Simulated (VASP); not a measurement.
# InGa3P4 (P-43m) in VASP: a series of runs

The runs below take InGa3P4 through single point, with PBE.

Everything below comes from runs of VASP 6.6.1. Logs are shortened: lines on timing, memory, paths and dates and some standing lists are left out, and cuts for length are marked.

## Step 1: The cell of the first run

It takes space group P-43m (No. 215, cubic). Conventional cell: a = 5.506 Å, b = 5.506 Å, c = 5.506 Å, α = 90.00°, β = 90.00°, γ = 90.00°. In (site symmetry -43m) has 4 P at 2.48 Å within 3.3 Å. Ga (site symmetry -42m) has 4 P at 2.35 Å within 3.1 Å. Within 3.1 Å of P (site symmetry 3m) lie 3 Ga at 2.35 Å and 1 In at 2.48 Å.

## Step 2: Single point, PBE (20.87 Å³/atom)

INCAR reads:

```
ALGO = Normal
EDIFF = 1E-6
ENCUT = 520
GGA = PE
ISIF = 2
ISMEAR = 0
LASPH = T
LCHARG = F
LREAL = F
LWAVE = F
NBANDS = 46
NELM = 80
PREC = Accurate
SIGMA = 0.02
```

KPOINTS reads:

```
k-points
0
Gamma
  6 6 6
```

POSCAR reads:

```
InGa3P4
1.0
    5.5061535993      0.0000000000      0.0000000000
    0.0000000000      5.5061535993      0.0000000000
    0.0000000000      0.0000000000      5.5061535993
In Ga P
1 3 4
Direct
    0.5000000000      0.5000000000      0.5000000000
    0.0000000000      0.0000000000      0.5000000000
    0.0000000000      0.5000000000      0.0000000000
    0.5000000000      0.0000000000      0.0000000000
    0.7604870636      0.7604870636      0.7604870636
    0.7604870636      0.2395129364      0.2395129364
    0.2395129364      0.7604870636      0.2395129364
    0.2395129364      0.2395129364      0.7604870636
```

Potentials or basis: VASP PAW PBE potentials, release 64 (In_d, Ga_d, P).

Started as:

```bash
cat potpaw_PBE.64/In_d/POTCAR potpaw_PBE.64/Ga_d/POTCAR potpaw_PBE.64/P/POTCAR > POTCAR
mpirun -np 1 vasp_std > vasp.out
```

OUTCAR:

```text
EDIFF = 1E-6
   ENCUT = 520
   GGA = PE
   ISIF = 2
   ISMEAR = 0
   LASPH = T
   LREAL = F
   NELM = 80
   PREC = Accurate

 ion  position               nearest neighbor table
   1  0.500  0.500  0.500-   5 2.48   6 2.48   7 2.48   8 2.48
   2  0.000  0.000  0.500-   5 2.35   6 2.35   7 2.35   8 2.35
   3  0.000  0.500  0.000-   5 2.35   6 2.35   7 2.35   8 2.35
   4  0.500  0.000  0.000-   5 2.35   6 2.35   7 2.35   8 2.35
   5  0.760  0.760  0.760-   2 2.35   3 2.35   4 2.35   1 2.48
   6  0.760  0.240  0.240-   2 2.35   3 2.35   4 2.35   1 2.48
   7  0.240  0.760  0.240-   2 2.35   3 2.35   4 2.35   1 2.48
   8  0.240  0.240  0.760-   2 2.35   3 2.35   4 2.35   1 2.48

  LATTYP: Found a simple cubic cell.
 ALAT       =     5.5061535993

  Lattice vectors:

 A1 = (   5.5061535993,   0.0000000000,   0.0000000000)
 A2 = (   0.0000000000,   5.5061535993,   0.0000000000)
 A3 = (   0.0000000000,   0.0000000000,   5.5061535993)

Analysis of symmetry for initial positions (statically):
=====================================================================
 Subroutine PRICEL returns:
 Original cell was already a primitive cell.

 Routine SETGRP: Setting up the symmetry group for a
 simple cubic supercell.

 Subroutine GETGRP returns: Found 24 space group operations
 (whereof 24 operations were pure point group operations)
 out of a pool of 48 trial point group operations.

The static configuration has the point symmetry T_d .

Analysis of symmetry for dynamics (positions and initial velocities):
=====================================================================
 Subroutine PRICEL returns:
 Original cell was already a primitive cell.

 Routine SETGRP: Setting up the symmetry group for a
 simple cubic supercell.

 Subroutine GETGRP returns: Found 24 space group operations
 (whereof 24 operations were pure point group operations)
 out of a pool of 48 trial point group operations.

The dynamic configuration has the point symmetry T_d .

 Subroutine INISYM returns: Found 24 space group operations
 (whereof 24 operations are pure point group operations),
 and found     1 'primitive' translations

----------------------------------------------------------------------------------------

                                     Primitive cell

  volume of cell :     166.9341

  direct lattice vectors                    reciprocal lattice vectors
     5.506153599  0.000000000  0.000000000     0.181614984  0.000000000  0.000000000
     0.000000000  5.506153599  0.000000000     0.000000000  0.181614984  0.000000000
     0.000000000  0.000000000  5.506153599     0.000000000  0.000000000  0.181614984

  length of vectors
     5.506153599  5.506153599  5.506153599     0.181614984  0.181614984  0.181614984

  position of ions in fractional coordinates (direct lattice)
     0.500000000  0.500000000  0.500000000
     0.000000000  0.000000000  0.500000000
     0.000000000  0.500000000  0.000000000
     0.500000000  0.000000000  0.000000000
     0.760487064  0.760487064  0.760487064
     0.760487064  0.239512936  0.239512936
     0.239512936  0.760487064  0.239512936
     0.239512936  0.239512936  0.760487064

  ion indices of the primitive-cell ions
   primitive index   ion index
                 1           1
                 2           2
                 3           3
                 4           4
                 5           5
                 6           6
                 7           7
                 8           8

----------------------------------------------------------------------------------------

 KPOINTS: k-points

Automatic generation of k-mesh.
 Grid dimensions read from file:
 generate k-points for:    6    6    6

 Generating k-lattice:

  Cartesian coordinates                     Fractional coordinates (reciprocal lattice)
     0.030269164  0.000000000  0.000000000     0.166666667  0.000000000  0.000000000
     0.000000000  0.030269164  0.000000000     0.000000000  0.166666667  0.000000000
     0.000000000  0.000000000  0.030269164     0.000000000  0.000000000  0.166666667

  Length of vectors
     0.030269164  0.030269164  0.030269164

  Shift w.r.t. Gamma in fractional coordinates (k-lattice)
     0.000000000  0.000000000  0.000000000

 Subroutine IBZKPT returns following result:
 ===========================================

 Found     20 irreducible k-points:

 Following reciprocal coordinates:
            Coordinates               Weight
  0.000000  0.000000  0.000000      1.000000
  0.166667  0.000000  0.000000      6.000000
  0.333333  0.000000  0.000000      6.000000
  0.500000  0.000000  0.000000      3.000000
  0.166667  0.166667  0.000000     12.000000
  0.333333  0.166667  0.000000     24.000000
[... 12 lines left out ...]
  0.500000  0.500000  0.333333      6.000000
  0.500000  0.500000  0.500000      1.000000
   k-points           NKPTS =     20   k-points in BZ     NKDIM =     20   number of bands    NBANDS=     46
   number of dos      NEDOS =    301   number of ions     NIONS =      8
   total plane-waves  NPLWV =  74088
   dimension x,y,z NGX =    42 NGY =   42 NGZ =   42
   dimension x,y,z NGXF=    84 NGYF=   84 NGZF=   84
   ions per type =               1   3   4
   NGX,Y,Z   is equivalent  to a cutoff of  12.68, 12.68, 12.68 a.u.
   NGXF,Y,Z  is equivalent  to a cutoff of  25.36, 25.36, 25.36 a.u.
 SYSTEM =  unknown system
   PREC   = accura    normal or accurate (medium, high low for compatibility)
   ISTART =      0    job   : 0-new  1-cont  2-samecut
   ICHARG =      2    charge: 1-file 2-atom 10-const
   ISPIN  =      1    spin polarized calculation?
   LNONCOLLINEAR =      F non collinear calculations
   LSORBIT =      F    spin-orbit coupling
   LASPH  =      T    aspherical Exc in radial PAW
   ENCUT  =  520.0 eV  38.22 Ry    6.18 a.u.  10.24 10.24 10.24*2*pi/ulx,y,z
   NELM   =     80;   NELMIN=  2; NELMDL= -5     # of ELM steps
   EDIFF  = 0.1E-05   stopping-criterion for ELM
   LREAL  =      F    real-space projection
   EDIFFG = 0.1E-04   stopping-criterion for IOM
   NSW    =      0    number of steps for IOM
   IBRION =     -1    ionic relax: 0-MD 1-quasi-New 2-CG
   NFREE  =      0    steps in history (QN), initial steepest desc. (CG)
   ISIF   =      2    stress and relaxation
   ISYM   =      2    0-nonsym 1-usesym 2-fastsym
   POTIM  = 0.5000    time-step for ionic-motion
   TEBEG  =    0.0;   TEEND  =   0.0 temperature during run
   PSTRESS=    0.0 pullay stress
   NELECT =      72.0000    total number of electrons
   NUPDOWN=      -1.0000    fix difference up-down
   EMIN   =  10.00;   EMAX   =-10.00  energy-range for DOS
   EFERMI =   0.00;   METHOD = LEGACY
   ISMEAR =     0;   SIGMA  =   0.02  broadening in eV -4-tet -1-fermi 0-gaus
   EFERMI_NEDOS =   21; number of points for ismear=-14 and -15
   IALGO  =     38    algorithm
   IMIX   =      4    mixing-type and parameters
     AMIX     =   0.40;   BMIX     =  1.00
     AMIX_MAG =   1.60;   BMIX_MAG =  1.00
  volume/ion in A,a.u.               =      20.87       140.82
  Fermi-wavevector in a.u.,A,eV,Ry     =   1.236908  2.337417 20.816111  1.529941
  Thomas-Fermi vector in A             =   2.371497
   LORBIT       =      0    0 simple, 1 ext, 2 COOP (PROOUT), +10 PAW based schemes
   GGA     = PE    functional components
   LHFCALC =     F    Hartree Fock is set to
   AEXX    =    0.0000 exact exchange contribution
   IVDW    =     0    specifies the selected vdW correction
   LEPSILON=     F    determine dielectric tensor
   LRPA    =     F    only Hartree local field effects (RPA)
 non-spin polarized calculation
 Gauss-broadening in eV      SIGMA  =   0.02
  energy-cutoff  :      520.00
  volume of cell :      166.93
 maximum number of plane-waves:      4632
 NGX is ok and might be reduce to    42
   NGX = 21   NGY = 21   NGZ = 21

 number of electron      71.9999985 magnetization

 Free energy of the ion-electron system (eV)
  ---------------------------------------------------
  ext. energy  EPLUGINS =         0.00000000
  ---------------------------------------------------
  free energy    TOTEN  =       -35.46124240 eV

  energy without entropy =      -35.46124240  energy(sigma->0) =      -35.46124240

 E-fermi :   5.2573     XC(G=0):  -9.8119

 val. band max:        5.1148748069   @ k =   0.0000   0.0000   0.0000
 cond. band min:       6.4515383832   @ k =   0.0000   0.0000   0.0000
 fundamental gap:      1.3366635763
 Fermi energy:         5.2572807258

 k-point     1 :       0.0000    0.0000    0.0000
  band No.  band energies     occupation
      1      -9.6118      2.00000
      2      -9.6118      2.00000
      3      -9.6118      2.00000
      4      -9.4995      2.00000
      5      -9.4995      2.00000
      6      -9.4995      2.00000
[... 38 lines left out ...]
     45       9.0921      0.00000
     46       9.0921      0.00000

 k-point     2 :       0.1667    0.0000    0.0000
  band No.  band energies     occupation
      1      -9.6076      2.00000
      2      -9.6076      2.00000
      3      -9.6064      2.00000
      4      -9.5075      2.00000
      5      -9.4975      2.00000
      6      -9.4975      2.00000
[... 38 lines left out ...]
     45       9.5418      0.00000
     46       9.5418      0.00000

 k-point     3 :       0.3333    0.0000    0.0000
  band No.  band energies     occupation
      1      -9.5984      2.00000
      2      -9.5984      2.00000
      3      -9.5924      2.00000
      4      -9.5262      2.00000
      5      -9.4922      2.00000
      6      -9.4922      2.00000
[... 38 lines left out ...]
     45      10.5841      0.00000
     46      10.5841      0.00000

 k-point     4 :       0.5000    0.0000    0.0000
  band No.  band energies     occupation
      1      -9.5933      2.00000
      2      -9.5933      2.00000
      3      -9.5815      2.00000
      4      -9.5393      2.00000
      5      -9.4860      2.00000
      6      -9.4860      2.00000
[... 724 lines left out ...]
     45      10.2525      0.00000
     46      10.3246      0.00000

 k-point    19 :       0.5000    0.5000    0.3333
  band No.  band energies     occupation
      1      -9.5887      2.00000
      2      -9.5728      2.00000
      3      -9.5728      2.00000
      4      -9.5705      2.00000
      5      -9.4905      2.00000
      6      -9.4905      2.00000
[... 38 lines left out ...]
     45      10.0827      0.00000
     46      10.1442      0.00000

 k-point    20 :       0.5000    0.5000    0.5000
  band No.  band energies     occupation
      1      -9.5884      2.00000
      2      -9.5738      2.00000
      3      -9.5738      2.00000
      4      -9.5738      2.00000
      5      -9.4919      2.00000
      6      -9.4919      2.00000
[... 38 lines left out ...]
     45       9.9632      0.00000
     46       9.9854      0.00000

------------------------ aborting loop because EDIFF is reached ----------------------------------------

  FORCE on cell =-STRESS in cart. coord.  units (eV):
  Direction    XX          YY          ZZ          XY          YZ          ZX
  --------------------------------------------------------------------------------------
  -------------------------------------------------------------------------------------
  Total        5.2349710      5.2349710      5.2349710      0.0000000      0.0000000     -0.0000000
  in kB       50.2435011     50.2435011     50.2435011      0.0000000      0.0000000     -0.0000000
  external PRESSURE =      50.2435011 kB  Pullay stress =       0.0000000 kB

 VOLUME and BASIS-vectors are now :
 -----------------------------------------------------------------------------
  energy-cutoff  :      520.00
  volume of cell :      166.93
      direct lattice vectors                 reciprocal lattice vectors
     5.506153599  0.000000000  0.000000000     0.181614984  0.000000000  0.000000000
     0.000000000  5.506153599  0.000000000     0.000000000  0.181614984  0.000000000
     0.000000000  0.000000000  5.506153599     0.000000000  0.000000000  0.181614984

 POSITION                                       TOTAL-FORCE (eV/Angst)
 -----------------------------------------------------------------------------------
      2.75308      2.75308      2.75308         0.000000      0.000000     -0.000000
      0.00000      0.00000      2.75308         0.000000      0.000000     -0.000000
      0.00000      2.75308      0.00000         0.000000      0.000000      0.000000
      2.75308      0.00000      0.00000         0.000000     -0.000000      0.000000
      4.18736      4.18736      4.18736        -0.005798     -0.005798     -0.005798
      4.18736      1.31880      1.31880        -0.005798      0.005798      0.005798
      1.31880      4.18736      1.31880         0.005798     -0.005798      0.005798
      1.31880      1.31880      4.18736         0.005798      0.005798     -0.005798
 -----------------------------------------------------------------------------------
    total drift:                                0.000000      0.000000     -0.000000

  FREE ENERGIE OF THE ION-ELECTRON SYSTEM (eV)
  ---------------------------------------------------
  free  energy   TOTEN  =       -35.4612423974 eV

  energy  without entropy=      -35.4612423974  energy(sigma->0) =      -35.46124240
```

Wall time 3 min (1 thread of Intel Xeon 8259CL, shared host); peak memory 0.34 GiB.

Results:

* Free energy: -35.4612 eV
* Pressure: 5.0 GPa
* Largest force: 0.010 eV/Å
* Band gap on the k mesh: 1.34 eV

Forces in eV/Å, atoms in the order of the input:
```
In   0.000  0.000  0.000
Ga   0.000  0.000  0.000
Ga   0.000  0.000  0.000
Ga   0.000  0.000  0.000
P   -0.006 -0.006 -0.006
P   -0.006  0.006  0.006
P    0.006 -0.006  0.006
P    0.006  0.006 -0.006
```

Caveat: the cell stands under pressure; spin-orbit coupling is left out, which moves the levels of the heavy elements. A k mesh can miss the band edges.

## Step 3: Single point, PBE (21.53 Å³/atom)

This run uses another cell than the first one, of 21.53 Å³/atom.

INCAR reads:

```
SYSTEM = InGa3P4
  ALGO = Normal
  EDIFF = 1E-6
  ENCUT = 520
  GGA = PE
  ISIF = 2
  ISMEAR = 0
  LASPH = .TRUE.
  LCHARG = .FALSE.
  LREAL = .FALSE.
  LWAVE = .FALSE.
  NBANDS = 46
  NELM = 80
  PREC = Accurate
  SIGMA = 0.02
```

KPOINTS reads:

```
k-points
0
G
  6 6 6
  0 0 0
```

POSCAR reads:

```
InGa3P4
1.0
    5.5641173705      0.0000000000      0.0000000000
    0.0000000000      5.5641173705      0.0000000000
    0.0000000000      0.0000000000      5.5641173705
In Ga P
1 3 4
Direct
    0.5000000000      0.5000000000      0.5000000000
    0.0000000000      0.0000000000      0.5000000000
    0.0000000000      0.5000000000      0.0000000000
    0.5000000000      0.0000000000      0.0000000000
    0.7602833308      0.7602833308      0.7602833308
    0.7602833308      0.2397166692      0.2397166692
    0.2397166692      0.7602833308      0.2397166692
    0.2397166692      0.2397166692      0.7602833308
```

Potentials or basis: VASP PAW PBE potentials, release 64 (In_d, Ga_d, P).

Started as:

```bash
cat potpaw_PBE.64/In_d/POTCAR potpaw_PBE.64/Ga_d/POTCAR potpaw_PBE.64/P/POTCAR > POTCAR
mpirun -np 1 vasp_std > vasp.out
```

Run time: 2.8 min. Hardware: 1 thread of Intel Xeon 8259CL, shared host; peak memory 0.34 GiB.

Results (log left out):

```
Free energy            : -35.5824 eV
Pressure               : 2.3 GPa
Largest force          : 0.013 eV/Å
Band gap on the k mesh : 1.20 eV
```

Forces in eV/Å, atoms in the order of the input:
```
In   0.000  0.000  0.000
Ga   0.000  0.000  0.000
Ga   0.000  0.000  0.000
Ga   0.000  0.000  0.000
P   -0.008 -0.008 -0.008
P   -0.008  0.008  0.008
P    0.008 -0.008  0.008
P    0.008  0.008 -0.008
```

Levels at points of the mesh, in eV from the valence-band top:
```csv
k point,band 32,band 33,band 34,band 35,band 36,band 37,band 38,band 39,band 40,band 41
"(0.00, 0.00, 0.00)",-2.51,-2.51,0.00,0.00,0.00,1.20,1.71,1.71,1.71,1.94
"(0.50, 0.00, 0.00)",-3.25,-1.77,-1.77,-1.37,-1.37,2.22,2.24,3.42,3.68,4.55
"(0.50, 0.50, 0.00)",-3.16,-1.50,-1.15,-0.96,-0.96,2.80,2.80,3.37,3.41,5.10
"(0.50, 0.50, 0.50)",-1.17,-1.17,-0.78,-0.78,-0.78,1.43,1.43,1.43,1.99,4.49
```

Caveat: spin-orbit coupling is left out, which moves the levels of the heavy elements.

## Step 4: Single point, PBE

This run uses another cell than the first one, of 22.20 Å³/atom.

INCAR reads:

```
PREC = Accurate
ENCUT = 520
EDIFF = 1E-7
ISMEAR = 0
SIGMA = 0.02
LREAL = F
LASPH = T
NELM = 80
ALGO = Normal
ISIF = 2
LWAVE = F
LCHARG = T
GGA = PE
LELF = T
LVHAR = T
NBANDS = 46
```

KPOINTS reads:

```
Automatic mesh
0
Gamma
  6 6 6
```

POSCAR reads:

```
InGa3P4
1.0
    5.6208980000      0.0000000000      0.0000000000
    0.0000000000      5.6208980000      0.0000000000
    0.0000000000      0.0000000000      5.6208980000
In Ga P
1 3 4
Direct
    0.5000000000      0.5000000000      0.5000000000
    0.0000000000      0.0000000000      0.5000000000
    0.0000000000      0.5000000000      0.0000000000
    0.5000000000      0.0000000000      0.0000000000
    0.7600130000      0.7600130000      0.7600130000
    0.7600130000      0.2399870000      0.2399870000
    0.2399870000      0.7600130000      0.2399870000
    0.2399870000      0.2399870000      0.7600130000
```

Started as:

```bash
cat potpaw_PBE.64/In_d/POTCAR potpaw_PBE.64/Ga_d/POTCAR potpaw_PBE.64/P/POTCAR > POTCAR
mpirun -np 1 vasp_std > vasp.out
```

It took 3.2 min on 1 thread of Intel Xeon 8259CL, shared host; peak memory 0.34 GiB.

Results (log left out):

```yaml
Free_energy: -35.6198 eV
Pressure: 0.0 GPa
Largest_force: 0.006 eV/Å
Band_gap_on_the_k_mesh: 1.04 eV
```

Forces on the atoms (eV/Å):
```
In   0.000  0.000  0.000
Ga   0.000  0.000  0.000
Ga   0.000  0.000  0.000
Ga   0.000  0.000  0.000
P   -0.004 -0.004 -0.004
P   -0.004  0.004  0.004
P    0.004 -0.004  0.004
P    0.004  0.004 -0.004
```

Levels at points of the mesh, in eV from the valence-band top:
```tsv
k point	band 33	band 34	band 35	band 36	band 37	band 38	band 39	band 40
(0.00, 0.00, 0.00)	-2.41	0.00	0.00	0.00	1.04	1.77	1.77	1.77
(0.50, 0.00, 0.00)	-1.70	-1.70	-1.32	-1.32	2.23	2.27	3.36	3.60
(0.50, 0.50, 0.00)	-1.43	-1.10	-0.92	-0.92	2.75	2.75	3.30	3.33
(0.50, 0.50, 0.50)	-1.13	-0.75	-0.75	-0.75	1.35	1.35	1.35	1.90
```

Caveat: spin-orbit coupling is left out, which moves the levels of the heavy elements.

## Step 5: Overview

| cell | gap on the mesh (eV) | pressure (GPa) | largest force (eV/Å) |
| --- | --- | --- | --- |
| a = 5.506 Å, 8 atoms, atomic positions A | 1.34 | 5.0 | 0.01 |
| a = 5.564 Å, 8 atoms, atomic positions B | 1.20 | 2.3 | 0.01 |
| a = 5.621 Å, 8 atoms, atomic positions C | 1.04 | 0.0 | 0.01 |

Alike in all rows: task single point; level PBE; potentials or basis VASP PAW PBE potentials, release 64 (In_d, Ga_d, P); no spin polarisation; k mesh 6 × 6 × 6; cutoff (eV) 520; smearing gaussian 0.02 eV.

Caveats: spin-orbit coupling is left out, which moves the levels of the heavy elements; the cell stands under pressure (at least some runs).

Total energies depend on the potentials used, so only differences within one code and one set of settings carry meaning.
